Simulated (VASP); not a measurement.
# Bi (R-3m) in VASP: notebook, part 2 of 2

VASP 6.6.1.

## (3) Relaxation of cell and atoms, r2SCAN, target pressure 20 GPa, at which the enthalpy is minimised

POSCAR reads:

```
Bi
1.0
    2.2675000000      1.3091417354      3.9380000000
   -2.2675000000      1.3091417354      3.9380000000
    0.0000000000     -2.6182834708      3.9380000000
Bi
2
Direct
    0.7660000000      0.7660000000      0.7660000000
    0.2340000000      0.2340000000      0.2340000000
```

INCAR.step1 reads:

```
SYSTEM = Bi
  PREC = Accurate
  ENCUT = 600
  ISMEAR = -1
  SIGMA = 0.05
  LREAL = .False.
  LASPH = .True.
  NELM = 100
  GGA = PE
  ALGO = Normal
  EDIFF = 1E-4
  LWAVE = .True.
  LCHARG = .False.
```

INCAR.step2 reads:

```
SYSTEM = Bi
  PREC = Accurate
  ENCUT = 600
  EDIFF = 1E-7
  ISMEAR = -1
  SIGMA = 0.05
  LREAL = .False.
  LASPH = .True.
  NELM = 100
  ALGO = Normal
  ISIF = 3
  LWAVE = .False.
  LCHARG = .False.
  METAGGA = R2SCAN
  LMIXTAU = .True.
  IBRION = 2
  NSW = 60
  EDIFFG = -0.01
  PSTRESS = 200.0
  ISTART = 1
```

KPOINTS reads:

```
regular mesh
0
Gamma
  7 7 7
  0 0 0
```

Potentials or basis: VASP PAW PBE potentials, release 64 (Bi_d).

Command:

```console
> cat potpaw_PBE.64/Bi_d/POTCAR > POTCAR
> cp INCAR.step1 INCAR
> mpirun -np 1 vasp_std > vasp.out
> cp INCAR.step2 INCAR
> mpirun -np 1 vasp_std > vasp.out
```

It took 56 min on 1 thread of Intel Xeon Platinum 8175M at 2.50GHz (Skylake/Cascade Lake), shared host; peak memory 0.3 GiB.

The run converged. Its results:

```yaml
Free_energy: -116.2111 eV
Relaxed_volume: 27.47 Å³/atom
Relaxed_cell: a = 4.266 Å, b = 4.266 Å, c = 4.266 Å, α = 60.04°, β = 60.04°, γ = 60.04°
Space_group_after_relaxing_to_0.1_Å: R-3m (No. 166)
Energy_change_on_relaxing_the_run_minimises_the_enthalpy: +399.6 meV/atom
Ionic_steps: 16
Pressure_after_relaxing: 20.0 GPa
```

The path:
```
step  energy change (eV)  largest force (eV/Å)  pressure (GPa)  volume (Å³)
   1              0.0000                0.0290            1.20        70.14
   2              9.3840                6.8821          159.81        36.10
   3              0.5619                1.1246           16.30        58.22
   4              0.6756                1.2567           18.45        57.17
   5              0.7614                1.3512           20.05        56.45
   6              0.7862                0.5848           20.58        55.34
   7              0.8958                0.0958           22.03        54.22
   8              0.5781                0.0878           15.54        56.94
   9              0.7869                0.0281           19.88        55.04
  10              0.7890                0.0295           19.92        55.03
  11              0.7912                0.0215           19.96        55.01
  12              0.7990                0.0045           20.04        54.94
  13              0.8019                0.0011           20.07        54.91
  14              0.8023                0.0005           20.07        54.91
  15              0.7839                0.0069           19.70        55.06
  16              0.7991                0.0005           20.01        54.93
```

Final structure:
```yaml
crystal:
  lattice:
    - [2.13408, 1.23211, 3.48202]
    - [-2.13408, 1.23211, 3.48202]
    - [0.00000, -2.46422, 3.48202]
  atoms:
    - { symbol: Bi, position: [0.75440, 0.75440, 0.75440] }
    - { symbol: Bi, position: [0.24560, 0.24560, 0.24560] }
```

Levels at points of the mesh, in eV from the Fermi level:
| k point | band 11 | band 12 | band 13 | band 14 | band 15 | band 16 | band 17 | band 18 | band 19 |
| --- | --- | --- | --- | --- | --- | --- | --- | --- | --- |
| (0.00, 0.00, 0.00) | -15.64 | -6.48 | -2.09 | -2.09 | -2.05 | 3.65 | 3.72 | 3.72 | 5.69 |

Caveat: the cell is relaxed towards a set pressure, so the run minimises the enthalpy, not the energy; the volume moved by over 15 % at a fixed basis, so the end points are rough; the PAW data sets were made with another functional, which shifts forces and pressure a little; spin-orbit coupling is left out, which moves the levels of the heavy elements.

## (4) Single point, HSE06

This run uses another cell than the first one, of 37.17 Å³/atom.

POSCAR reads:

```
Bi
1.0
    2.3119720748      1.3348176998      4.0152352947
   -2.3119720748      1.3348176998      4.0152352947
    0.0000000000     -2.6696353996      4.0152352947
Bi
2
Direct
    0.7660000000      0.7660000000      0.7660000000
    0.2340000000      0.2340000000      0.2340000000
```

INCAR.step1 reads:

```
SYSTEM = Bi
ALGO     = Normal         ! electronic algorithm
EDIFF    = 1E-5           ! SCF threshold, eV
ENCUT    = 520            ! plane-wave cutoff, eV
GGA      = PE             ! functional
ISIF     = 2              ! what is computed and relaxed
ISMEAR   = -1             ! smearing method
LASPH    = .TRUE.         ! aspherical terms in the spheres
LCHARG   = .FALSE.        ! write CHGCAR
LREAL    = .FALSE.        ! projectors in reciprocal space
LWAVE    = .TRUE.         ! write WAVECAR
NBANDS   = 22             ! bands
NELM     = 60             ! most SCF steps
PREC     = Accurate       ! precision mode
SIGMA    = 0.05           ! smearing width, eV
```

INCAR.step2 reads:

```
SYSTEM = Bi
ALGO     = Normal         ! electronic algorithm
EDIFF    = 1E-6           ! SCF threshold, eV
ENCUT    = 520            ! plane-wave cutoff, eV
GGA      = PE             ! functional
HFSCREEN = 0.2079         ! screening, 1/A
ISIF     = 2              ! what is computed and relaxed
ISMEAR   = -1             ! smearing method
ISTART   = 1            
LASPH    = .TRUE.         ! aspherical terms in the spheres
LCHARG   = .FALSE.        ! write CHGCAR
LHFCALC  = .TRUE.         ! exact exchange
LREAL    = .FALSE.        ! projectors in reciprocal space
LWAVE    = .FALSE.        ! write WAVECAR
NBANDS   = 22             ! bands
NELM     = 60             ! most SCF steps
PREC     = Accurate       ! precision mode
PRECFOCK = Normal       
SIGMA    = 0.05           ! smearing width, eV
```

KPOINTS reads:

```
k-points
0
G
  4 4 4
  0 0 0
```

Potentials or basis: VASP PAW PBE potentials, release 64 (Bi_d).

Command:

```console
> cat potpaw_PBE.64/Bi_d/POTCAR > POTCAR
> cp INCAR.step1 INCAR
> mpirun -np 1 vasp_std > vasp.out
> cp INCAR.step2 INCAR
> mpirun -np 1 vasp_std > vasp.out
```

OUTCAR:

```text
SYSTEM = Bi
   EDIFF = 1E-6
   ENCUT = 520
   GGA = PE
   HFSCREEN = 0.2079
   ISIF = 2
   ISMEAR = -1
   ISTART = 1
   LASPH = .TRUE.
   LHFCALC = .TRUE.
   LREAL = .FALSE.
   NELM = 60
   PREC = Accurate
   PRECFOCK = Normal

 ion  position               nearest neighbor table
   1  0.766  0.766  0.766-   2 3.12   2 3.12   2 3.12   2 3.59   2 3.59   2 3.59
   2  0.234  0.234  0.234-   1 3.12   1 3.12   1 3.12   1 3.59   1 3.59   1 3.59

  LATTYP: Found a trigonal (rhomboedric) cell.
 ALAT       =     4.8217286981
 COS(alpha) =     0.5401781303

  Lattice vectors:

 A1 = (   2.3119720748,   1.3348176998,   4.0152352947)
 A2 = (  -2.3119720748,   1.3348176998,   4.0152352947)
 A3 = (   0.0000000000,  -2.6696353996,   4.0152352947)

Analysis of symmetry for initial positions (statically):
=====================================================================
 Subroutine PRICEL returns:
 Original cell was already a primitive cell.

[... 158 lines left out ...]
  ext. energy  EPLUGINS =         0.00000000
  ---------------------------------------------------
  free energy    TOTEN  =        -9.19098250 eV

  energy without entropy =       -9.18752931  energy(sigma->0) =       -9.18925590

 E-fermi :   5.3425     XC(G=0):  -7.7578

 val. band max:        5.2320045108   @ k =   0.5000  -0.0000  -0.0000
 cond. band min:       5.4470772001   @ k =   0.5000  -0.0000  -0.0000
 fundamental gap:      0.2150726894
 Fermi energy:         5.3424501830

 k-point     1 :       0.0000    0.0000    0.0000
  band No.  band energies     occupation
      1     -19.3966      2.00000
      2     -19.3966      2.00000
      3     -19.2586      2.00000
      4     -19.2586      2.00000
      5     -19.2485      2.00000
      6     -19.0976      2.00000
[... 314 lines left out ...]
     21      15.2384      0.00000
     22      15.2384      0.00000

------------------------ aborting loop because EDIFF is reached ----------------------------------------

  FORCE on cell =-STRESS in cart. coord.  units (eV):
  Direction    XX          YY          ZZ          XY          YZ          ZX
  --------------------------------------------------------------------------------------
  -------------------------------------------------------------------------------------
  Total       -1.1788804     -1.1788804     -0.9055197      0.0000000      0.0000000      0.0000000
  in kB      -25.4046688    -25.4046688    -19.5137924      0.0000000      0.0000000      0.0000000
  external PRESSURE =     -23.4410434 kB  Pullay stress =       0.0000000 kB

 VOLUME and BASIS-vectors are now :
 -----------------------------------------------------------------------------
  energy-cutoff  :      520.00
  volume of cell :       74.35
      direct lattice vectors                 reciprocal lattice vectors
     2.311972075  1.334817700  4.015235295     0.216265588  0.124860995  0.083017136
    -2.311972075  1.334817700  4.015235295    -0.216265588  0.124860995  0.083017136
     0.000000000 -2.669635400  4.015235295     0.000000000 -0.249721991  0.083017136

 POSITION                                       TOTAL-FORCE (eV/Angst)
 -----------------------------------------------------------------------------------
      0.00000      0.00000      9.22701         0.000000      0.000000      0.501391
      0.00000      0.00000      2.81870         0.000000      0.000000     -0.501391
 -----------------------------------------------------------------------------------
    total drift:                                0.000000      0.000001      0.000000

  FREE ENERGIE OF THE ION-ELECTRON SYSTEM (eV)
  ---------------------------------------------------
  free  energy   TOTEN  =        -9.1909824966 eV

  energy  without entropy=       -9.1875293113  energy(sigma->0) =       -9.18925590
```

Run time: 1.7 h. Hardware: 1 thread of Intel Xeon 8259CL, shared host; peak memory 0.33 GiB.

The run converged, but its numbers aren't listed here, since they failed a check.

Caveat: the k points lie up to 0.41 Å⁻¹ apart; the mesh shows a gap though the element is a metal; the PAW data sets were made with another functional, which shifts forces and pressure a little; spin-orbit coupling is left out, which moves the levels of the heavy elements.
